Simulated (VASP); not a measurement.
Crystal: La5N.

```
La N
1.0
     5.29281    0.00000    0.00000
    -2.64640    4.58371    0.00000
     0.00000    0.00000    6.63022
La N
5 1
Direct
  0.33333 0.66667 0.77459
  0.33333 0.66667 0.22541
  0.66667 0.33333 0.22541
  0.66667 0.33333 0.77459
  0.00000 0.00000 0.50000
  0.00000 0.00000 0.00000
```

The cell was built from a structure type or drawn by symmetry, and may not be a known phase.

```yaml
Program: VASP 6.6.1
Task: relaxation of cell and atoms
Functional: PBE
Potentials_or_basis: VASP PAW PBE potentials, release 64 (La, N)
Cutoff: 600 eV
k_mesh: 6 × 6 × 4
Occupations: gaussian, width 0.1 eV
Spin: no spin polarisation
```

At the start: pressure 0.8 GPa; volume 26.81 Å³/atom.

Q: Where does the relaxation end?

A: Over 5 steps the energy falls by 4.5 meV/atom and the volume is 27.22 Å³/atom (+1.5 %); space group P6/mmm (No. 191, to 0.1 Å) before and after.

The path:
| step | energy change (eV) | largest force (eV/Å) | pressure (GPa) | volume (Å³) |
| --- | --- | --- | --- | --- |
| 1 | 0.0000 | 0.0671 | 0.82 | 160.85 |
| 2 | -0.0202 | 0.1345 | -0.13 | 164.04 |
| 3 | -0.0202 | 0.1390 | -0.19 | 164.26 |
| 4 | -0.0242 | 0.0908 | -0.12 | 163.90 |
| 5 | -0.0270 | 0.0177 | 0.01 | 163.33 |

Final structure:
```
CELL_PARAMETERS angstrom
5.27367 0.00000 0.00000
-2.63683 4.56713 0.00000
0.00000 0.00000 6.78135
ATOMIC_POSITIONS crystal
La 0.33333 0.66667 0.77782
La 0.33333 0.66667 0.22218
La 0.66667 0.33333 0.22218
La 0.66667 0.33333 0.77782
La 0.00000 0.00000 0.50000
N 0.00000 0.00000 0.00000
```
